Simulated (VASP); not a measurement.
Write the native input for VASP 6.6.1 that does the following.

```yaml
Task: relaxation of cell and atoms
Functional: r2SCAN
Dispersion: rVV10
Potentials_or_basis: VASP PAW PBE potentials, release 64 (K_sv, S)
Cutoff: 550 eV
k_mesh: 6 × 6 × 6
Occupations: gaussian, width 0.01 eV
Spin: no spin polarisation
Dipole_correction: no
Further_INCAR_settings: ALGO = Normal; EDIFF = 1e-07; IBRION = 2; EDIFFG = -0.05; NSW = 80; ISIF = 3
```

Crystal: K2S.

```
K S
1.0
     0.00000    3.69550    3.69550
     3.69550    0.00000    3.69550
     3.69550    3.69550    0.00000
K S
2 1
Direct
  0.25000 0.25000 0.25000
  0.75000 0.75000 0.75000
  0.00000 0.00000 0.00000
```

One way to write it, as run:

POSCAR

```
K2S
1.0
    0.0000000000      3.6955000000      3.6955000000
    3.6955000000      0.0000000000      3.6955000000
    3.6955000000      3.6955000000      0.0000000000
K S
2 1
Direct
    0.2500000000      0.2500000000      0.2500000000
    0.7500000000      0.7500000000      0.7500000000
    0.0000000000      0.0000000000      0.0000000000
```

INCAR.step1

```
SYSTEM = K2S
  PREC = Accurate
  ENCUT = 550
  ISMEAR = 0
  SIGMA = 0.01
  LREAL = .FALSE.
  LASPH = .TRUE.
  NELM = 120
  GGA = PE
  ALGO = Normal
  EDIFF = 1E-5
  LWAVE = .TRUE.
  LCHARG = .FALSE.
  GGA_COMPAT = .FALSE.
  IBRION = 2
  ISIF = 3
  EDIFFG = -0.005
  NELMIN = 4
  NSW = 100
```

INCAR.step2

```
SYSTEM = K2S
  PREC = Accurate
  ENCUT = 550
  EDIFF = 1E-7
  ISMEAR = 0
  SIGMA = 0.01
  LREAL = .FALSE.
  LASPH = .TRUE.
  NELM = 120
  ALGO = Normal
  ISIF = 3
  LWAVE = .FALSE.
  LCHARG = .FALSE.
  METAGGA = R2SCAN
  LMIXTAU = .TRUE.
  LUSE_VDW = .TRUE.
  IVDW_NL = 2
  BPARAM = 11.95
  CPARAM = 0.0093
  IBRION = 2
  NSW = 80
  EDIFFG = -0.05
  ISTART = 1
  GGA_COMPAT = .FALSE.
  NELMIN = 4
```

KPOINTS

```
regular mesh
0
G
  6 6 6
  0 0 0
```

Potentials or basis: VASP PAW PBE potentials, release 64 (K_sv, S).

Launch:

```sh
$ cat potpaw_PBE.64/K_sv/POTCAR potpaw_PBE.64/S/POTCAR > POTCAR
$ cp INCAR.step1 INCAR
$ mpirun -np 1 vasp_std > vasp.out
$ cp INCAR.step2 INCAR
$ mpirun -np 1 vasp_std > vasp.out
```

It gave:

```yaml
Relaxed_volume: 33.40 Å³/atom
Relaxed_cell: a = 5.214 Å, b = 5.214 Å, c = 5.214 Å, α = 60.00°, β = 60.00°, γ = 60.00°
Space_group_after_relaxing_to_0.1_Å: Fm-3m (No. 225)
Energy_gained_by_relaxing: 0.3 meV/atom
Ionic_steps: 2
Pressure_after_relaxing: -0.1 GPa
Band_gap_on_the_k_mesh: 2.68 eV (least direct gap 2.89 eV)
```

Caveat: the PAW data sets were made with another functional, which shifts forces and pressure a little.

Wall time 15 min on 1 thread of AMD EPYC 7R43 64-Core Processor (Zen 3), on a shared host, peak memory 0.46 GiB.
